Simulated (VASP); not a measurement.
# PbF2 (Pnma) in VASP: single point with LDA

Aim: the single point of PbF2 with LDA.

Everything below comes from runs of VASP 6.6.1. Logs are shortened: lines on timing, memory, paths and dates and some standing lists are left out, and cuts for length are marked.

### Step 1. The cell of the first run

It takes space group Pnma (No. 62, orthorhombic). Conventional cell: a = 6.270 Å, b = 3.791 Å, c = 7.525 Å, α = 90.00°, β = 90.00°, γ = 90.00°. Within 3.2 Å of Pb (site symmetry m) lie 9 F at 2.41 to 2.94 Å. F (site symmetry m) has 4 Pb at 2.41 to 2.54 Å and 8 F at 2.76 to 3.14 Å within 3.2 Å. F (site symmetry m) has 5 Pb at 2.42 to 2.94 Å and 8 F at 2.89 to 3.14 Å within 3.2 Å.

### Step 2. Single point, LDA

Contents of INCAR:

```
SYSTEM = PbF2
ALGO = Fast ; EDIFF = 1E-6
ENCUT = 520 ; ISIF = 2
ISMEAR = 0 ; LASPH = .TRUE.
LCHARG = .TRUE. ; LELF = .TRUE.
LREAL = .FALSE. ; LVHAR = .TRUE.
LWAVE = .FALSE. ; NBANDS = 68
NELM = 100 ; PREC = Accurate
SIGMA = 0.01
```

Contents of KPOINTS:

```
k-points
0
G
  5 8 4
  0 0 0
```

Contents of POSCAR:

```
PbF2
1.0
    6.2700363118      0.0000000000      0.0000000000
    0.0000000000      3.7912412280      0.0000000000
    0.0000000000      0.0000000000      7.5254240775
Pb F
4 8
Direct
    0.2550466495      0.2500000000      0.1100784180
    0.7449533505      0.7500000000      0.8899215820
    0.2449533505      0.7500000000      0.6100784180
    0.7550466495      0.2500000000      0.3899215820
    0.8599012932      0.2500000000      0.0637089304
    0.1400987068      0.7500000000      0.9362910696
    0.6400987068      0.7500000000      0.5637089304
    0.3599012932      0.2500000000      0.4362910696
    0.4695017105      0.2500000000      0.8427839352
    0.5304982895      0.7500000000      0.1572160648
    0.0304982895      0.7500000000      0.3427839352
    0.9695017105      0.2500000000      0.6572160648
```

Potentials or basis: VASP PAW LDA potentials, release 64 (Pb_d, F).

Command:

```
cat potpaw_LDA.64/Pb_d/POTCAR potpaw_LDA.64/F/POTCAR > POTCAR
mpirun -np 1 vasp_std > vasp.out
```

OUTCAR:

```text
SYSTEM = PbF2
   EDIFF = 1E-6
   ENCUT = 520
   ISIF = 2
   ISMEAR = 0
   LASPH = .TRUE.
   LREAL = .FALSE.
   NELM = 100
   PREC = Accurate

 ion  position               nearest neighbor table
   1  0.255  0.250  0.110-   6 2.41   6 2.41   9 2.42   5 2.50   8 2.54  10 2.59  10 2.59  11 2.94
                            11 2.94   4 3.78   4 3.78   2 3.97   2 3.97   2 4.07   2 4.07
   2  0.745  0.750  0.890-   5 2.41   5 2.41  10 2.42   6 2.50   7 2.54   9 2.59   9 2.59  12 2.94
                            12 2.94   3 3.78   3 3.78   1 3.97   1 3.97   1 4.07   1 4.07
   3  0.245  0.750  0.610-   8 2.41   8 2.41  11 2.42   7 2.50   6 2.54  12 2.59  12 2.59   9 2.94
                             9 2.94   2 3.78   2 3.78   4 3.97   4 3.97   4 4.07   4 4.07
   4  0.755  0.250  0.390-   7 2.41   7 2.41  12 2.42   8 2.50   5 2.54  11 2.59  11 2.59  10 2.94
                            10 2.94   1 3.78   1 3.78   3 3.97   3 3.97   3 4.07   3 4.07
   5  0.860  0.250  0.064-   2 2.41   2 2.41   1 2.50   4 2.54
   6  0.140  0.750  0.936-   1 2.41   1 2.41   2 2.50   3 2.54
   7  0.640  0.750  0.564-   4 2.41   4 2.41   3 2.50   2 2.54
   8  0.360  0.250  0.436-   3 2.41   3 2.41   4 2.50   1 2.54
   9  0.470  0.250  0.843-   1 2.42   2 2.59   2 2.59   3 2.94   3 2.94
  10  0.530  0.750  0.157-   2 2.42   1 2.59   1 2.59   4 2.94   4 2.94
  11  0.030  0.750  0.343-   3 2.42   4 2.59   4 2.59   1 2.94   1 2.94
  12  0.970  0.250  0.657-   4 2.42   3 2.59   3 2.59   2 2.94   2 2.94

  LATTYP: Found a simple orthorhombic cell.
 ALAT       =     3.7912412280
 B/A-ratio  =     1.6538215151
 C/A-ratio  =     1.9849499478

  Lattice vectors:

 A1 = (   0.0000000000,  -3.7912412280,   0.0000000000)
 A2 = (   6.2700363118,   0.0000000000,   0.0000000000)
 A3 = (   0.0000000000,   0.0000000000,   7.5254240775)

Analysis of symmetry for initial positions (statically):
=====================================================================
 Subroutine PRICEL returns:
 Original cell was already a primitive cell.

 Routine SETGRP: Setting up the symmetry group for a
 simple orthorhombic supercell.

 Subroutine GETGRP returns: Found  8 space group operations
 (whereof  2 operations were pure point group operations)
 out of a pool of  8 trial point group operations.

The static configuration has the point symmetry S_2 .
 The point group associated with its full space group is D_2h.

Analysis of symmetry for dynamics (positions and initial velocities):
=====================================================================
 Subroutine PRICEL returns:
 Original cell was already a primitive cell.

 Routine SETGRP: Setting up the symmetry group for a
 simple orthorhombic supercell.

 Subroutine GETGRP returns: Found  8 space group operations
 (whereof  2 operations were pure point group operations)
 out of a pool of  8 trial point group operations.

The dynamic configuration has the point symmetry S_2 .
 The point group associated with its full space group is D_2h.

 Subroutine INISYM returns: Found  8 space group operations
 (whereof  2 operations are pure point group operations),
 and found     1 'primitive' translations

----------------------------------------------------------------------------------------

                                     Primitive cell

  volume of cell :     178.8885

  direct lattice vectors                    reciprocal lattice vectors
     6.270036312  0.000000000  0.000000000     0.159488710  0.000000000  0.000000000
     0.000000000  3.791241228  0.000000000     0.000000000  0.263765859  0.000000000
     0.000000000  0.000000000  7.525424078     0.000000000  0.000000000  0.132882877

  length of vectors
     6.270036312  3.791241228  7.525424078     0.159488710  0.263765859  0.132882877

  position of ions in fractional coordinates (direct lattice)
     0.255046650  0.250000000  0.110078418
     0.744953350  0.750000000  0.889921582
     0.244953350  0.750000000  0.610078418
     0.755046650  0.250000000  0.389921582
     0.859901293  0.250000000  0.063708930
     0.140098707  0.750000000  0.936291070
     0.640098707  0.750000000  0.563708930
     0.359901293  0.250000000  0.436291070
     0.469501710  0.250000000  0.842783935
     0.530498290  0.750000000  0.157216065
     0.030498290  0.750000000  0.342783935
     0.969501710  0.250000000  0.657216065

  ion indices of the primitive-cell ions
   primitive index   ion index
                 1           1
                 2           2
                 3           3
                 4           4
[... 23 lines left out ...]

  Length of vectors
     0.031897742  0.032970732  0.033220719

  Shift w.r.t. Gamma in fractional coordinates (k-lattice)
     0.000000000  0.000000000  0.000000000

 Subroutine IBZKPT returns following result:
 ===========================================

 Found     45 irreducible k-points:

 Following reciprocal coordinates:
            Coordinates               Weight
  0.000000  0.000000  0.000000      1.000000
  0.200000  0.000000  0.000000      2.000000
  0.400000  0.000000  0.000000      2.000000
  0.000000  0.125000  0.000000      2.000000
  0.200000  0.125000  0.000000      4.000000
  0.400000  0.125000  0.000000      4.000000
[... 16 lines left out ...]
  0.200000  0.250000  0.250000      8.000000
  0.400000  0.250000  0.250000      8.000000
 [... further k-points ...]
   k-points           NKPTS =     45   k-points in BZ     NKDIM =     45   number of bands    NBANDS=     68
   number of dos      NEDOS =    301   number of ions     NIONS =     12
   total plane-waves  NPLWV =  75264
   dimension x,y,z NGX =    48 NGY =   28 NGZ =   56
   dimension x,y,z NGXF=    96 NGYF=   56 NGZF=  112
   ions per type =               4   8
   NGX,Y,Z   is equivalent  to a cutoff of  12.73, 12.28, 12.37 a.u.
   NGXF,Y,Z  is equivalent  to a cutoff of  25.45, 24.56, 24.74 a.u.
 SYSTEM =  PbF2
   PREC   = accura    normal or accurate (medium, high low for compatibility)
   ISTART =      0    job   : 0-new  1-cont  2-samecut
   ICHARG =      2    charge: 1-file 2-atom 10-const
   ISPIN  =      1    spin polarized calculation?
   LNONCOLLINEAR =      F non collinear calculations
   LSORBIT =      F    spin-orbit coupling
   LASPH  =      T    aspherical Exc in radial PAW
   ENCUT  =  520.0 eV  38.22 Ry    6.18 a.u.  11.66  7.05 13.99*2*pi/ulx,y,z
   NELM   =    100;   NELMIN=  2; NELMDL= -5     # of ELM steps
   EDIFF  = 0.1E-05   stopping-criterion for ELM
   LREAL  =      F    real-space projection
   EDIFFG = 0.1E-04   stopping-criterion for IOM
   NSW    =      0    number of steps for IOM
   IBRION =     -1    ionic relax: 0-MD 1-quasi-New 2-CG
   NFREE  =      0    steps in history (QN), initial steepest desc. (CG)
   ISIF   =      2    stress and relaxation
   ISYM   =      2    0-nonsym 1-usesym 2-fastsym
   POTIM  = 0.5000    time-step for ionic-motion
   TEBEG  =    0.0;   TEEND  =   0.0 temperature during run
   PSTRESS=    0.0 pullay stress
   NELECT =     112.0000    total number of electrons
   NUPDOWN=      -1.0000    fix difference up-down
   EMIN   =  10.00;   EMAX   =-10.00  energy-range for DOS
   EFERMI =   0.00;   METHOD = LEGACY
   ISMEAR =     0;   SIGMA  =   0.01  broadening in eV -4-tet -1-fermi 0-gaus
   EFERMI_NEDOS =   21; number of points for ismear=-14 and -15
   IALGO  =     68    algorithm
   IMIX   =      4    mixing-type and parameters
     AMIX     =   0.40;   BMIX     =  1.00
     AMIX_MAG =   1.60;   BMIX_MAG =  1.00
  volume/ion in A,a.u.               =      14.91       100.60
  Fermi-wavevector in a.u.,A,eV,Ry     =   1.400512  2.646583 26.686910  1.961433
  Thomas-Fermi vector in A             =   2.523465
   LORBIT       =      0    0 simple, 1 ext, 2 COOP (PROOUT), +10 PAW based schemes
   GGA     = CA    functional components
   LHFCALC =     F    Hartree Fock is set to
   AEXX    =    0.0000 exact exchange contribution
   IVDW    =     0    specifies the selected vdW correction
   LEPSILON=     F    determine dielectric tensor
   LRPA    =     F    only Hartree local field effects (RPA)
 non-spin polarized calculation
 RMM-DIIS sequential band-by-band and
 Gauss-broadening in eV      SIGMA  =   0.01
  energy-cutoff  :      520.00
  volume of cell :      178.89
 maximum number of plane-waves:      4848
 NGX is ok and might be reduce to    48
   NGX = 23   NGY = 15   NGZ = 27

 number of electron     111.9999972 magnetization

 Free energy of the ion-electron system (eV)
  ---------------------------------------------------
  ext. energy  EPLUGINS =         0.00000000
  ---------------------------------------------------
  free energy    TOTEN  =       -63.79353582 eV

  energy without entropy =      -63.79353582  energy(sigma->0) =      -63.79353582

 E-fermi :   3.2801     XC(G=0): -11.0097

 val. band max:        3.2371256802   @ k =   0.0000   0.3750   0.0000
 cond. band min:       7.2541699760   @ k =   0.0000   0.0000   0.0000
 fundamental gap:      4.0170442958
 Fermi energy:         3.2800873401

 k-point     1 :       0.0000    0.0000    0.0000
  band No.  band energies     occupation
      1     -18.3628      2.00000
      2     -18.1892      2.00000
      3     -17.8838      2.00000
      4     -17.8689      2.00000
      5     -17.5698      2.00000
      6     -17.5240      2.00000
[... 1693 lines left out ...]
     67      11.0587      0.00000
     68      11.2232      0.00000

 [... further k-points ...]

------------------------ aborting loop because EDIFF is reached ----------------------------------------

  FORCE on cell =-STRESS in cart. coord.  units (eV):
  Direction    XX          YY          ZZ          XY          YZ          ZX
  --------------------------------------------------------------------------------------
  -------------------------------------------------------------------------------------
  Total        0.0355824      0.0721637      0.0753338      0.0000000      0.0000000      0.0000000
  in kB        0.3186858      0.6463190      0.6747114      0.0000000      0.0000000      0.0000000
  external PRESSURE =       0.5465721 kB  Pullay stress =       0.0000000 kB

 VOLUME and BASIS-vectors are now :
 -----------------------------------------------------------------------------
  energy-cutoff  :      520.00
  volume of cell :      178.89
      direct lattice vectors                 reciprocal lattice vectors
     6.270036312  0.000000000  0.000000000     0.159488710  0.000000000  0.000000000
     0.000000000  3.791241228  0.000000000     0.000000000  0.263765859  0.000000000
     0.000000000  0.000000000  7.525424078     0.000000000  0.000000000  0.132882877

 POSITION                                       TOTAL-FORCE (eV/Angst)
 -----------------------------------------------------------------------------------
      1.59915      0.94781      0.82839        -0.004384     -0.000000      0.030045
      4.67088      2.84343      6.69704         0.004384     -0.000000     -0.030045
      1.53587      2.84343      4.59110         0.004384     -0.000000      0.030045
      4.73417      0.94781      2.93433        -0.004384     -0.000000     -0.030045
      5.39161      0.94781      0.47944         0.002275     -0.000000      0.009062
      0.87842      2.84343      7.04599        -0.002275     -0.000000     -0.009062
      4.01344      2.84343      4.24215        -0.002275     -0.000000      0.009062
      2.25659      0.94781      3.28328         0.002275     -0.000000     -0.009062
      2.94379      0.94781      6.34231         0.002598      0.000000     -0.015507
      3.32624      2.84343      1.18312        -0.002598      0.000000      0.015507
      0.19123      2.84343      2.57959        -0.002598     -0.000000     -0.015507
      6.07881      0.94781      4.94583         0.002598     -0.000000      0.015507
 -----------------------------------------------------------------------------------
    total drift:                                0.000000      0.000000      0.000000

  FREE ENERGIE OF THE ION-ELECTRON SYSTEM (eV)
  ---------------------------------------------------
  free  energy   TOTEN  =       -63.7935358193 eV

  energy  without entropy=      -63.7935358193  energy(sigma->0) =      -63.79353582
```

Wall time 6.2 min (1 thread of Intel Xeon 6975P-C (Granite Rapids), shared host); peak memory 0.47 GiB.

Results:

* Free energy: -63.7935 eV
* Pressure: 0.1 GPa
* Largest force: 0.030 eV/Å
* Band gap on the k mesh: 4.02 eV (least direct gap 4.35 eV)

Forces in eV/Å, atoms in the order of the input:
```
Pb  -0.004  0.000  0.030
Pb   0.004  0.000 -0.030
Pb   0.004  0.000  0.030
Pb  -0.004  0.000 -0.030
F    0.002  0.000  0.009
F   -0.002  0.000 -0.009
F   -0.002  0.000  0.009
F    0.002  0.000 -0.009
F    0.003  0.000 -0.016
F   -0.003  0.000  0.016
F   -0.003  0.000 -0.016
F    0.003  0.000  0.016
```

Caveat: spin-orbit coupling is left out, which moves the levels of the heavy elements; an odd mesh through Γ misses points on the zone boundary, where band edges can lie.
